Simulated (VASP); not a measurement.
Wanted: the native input for a VASP 6.6.1 run.

- Task: relaxation of cell and atoms
- Functional: PBE
- Potentials or basis: VASP PAW PBE potentials, release 64 (Co, H)
- Cutoff: 600 eV
- k mesh: 18 × 18 × 8
- Occupations: gaussian, width 0.1 eV
- Spin: no spin polarisation
- Dipole correction: no
- Further INCAR settings: ALGO = Normal; EDIFF = 1e-06; IBRION = 2; EDIFFG = -0.01; NSW = 100; ISIF = 3

The structure of CoH4 lies in POSCAR:

```
CoH4
1.0
    2.6348480565      0.0000000000      0.0000000000
   -1.3174240282      2.2818453520      0.0000000000
    0.0000000000      0.0000000000      5.7165446511
Co H
1 4
Direct
    0.0000000000      0.0000000000      0.0000000000
    0.3333333333      0.6666666667      0.1691321579
    0.3333333333      0.6666666667      0.8308678421
    0.6666666667      0.3333333333      0.8308678421
    0.6666666667      0.3333333333      0.1691321579
```

The cell was built from a structure type or drawn by symmetry, and may not be a known phase.

One way to write it, as run:

INCAR

```
SYSTEM = CoH4
PREC = Accurate ; ENCUT = 600
EDIFF = 1E-6 ; ISMEAR = 0
SIGMA = 0.1 ; LREAL = .FALSE.
LASPH = .TRUE. ; NELM = 80
ALGO = Normal ; ISIF = 3
LWAVE = .FALSE. ; LCHARG = .FALSE.
GGA = PE ; IBRION = 2
NSW = 100 ; EDIFFG = -0.01
```

KPOINTS

```
regular mesh
0
G
  18 18 8
  0 0 0
```

Potentials or basis: VASP PAW PBE potentials, release 64 (Co, H).

Launch:

```console
$ cat potpaw_PBE.64/Co/POTCAR potpaw_PBE.64/H/POTCAR > POTCAR
$ mpirun -np 1 vasp_std > vasp.out
```

Results of the run:

* Relaxed volume: 6.88 Å³/atom
* Relaxed cell: a = 2.636 Å, b = 2.636 Å, c = 5.717 Å, α = 90.00°, β = 90.00°, γ = 120.00°
* Space group after relaxing (to 0.1 Å): P6/mmm (No. 191)
* Energy gained by relaxing: 0.0 meV/atom
* Ionic steps: 2
* Pressure after relaxing: 0.0 GPa
* Largest force after relaxing: 0.006 eV/Å
* Band gap on the k mesh: zero (an odd number of electrons rules out a gap without spin polarisation)

Caveat: the run has no spin polarisation, though such a crystal can be magnetic.

It took 43 s on 1 thread of Intel(R) Xeon(R) 6975P-C (Granite Rapids) (shared host), peak memory 0.25 GiB.
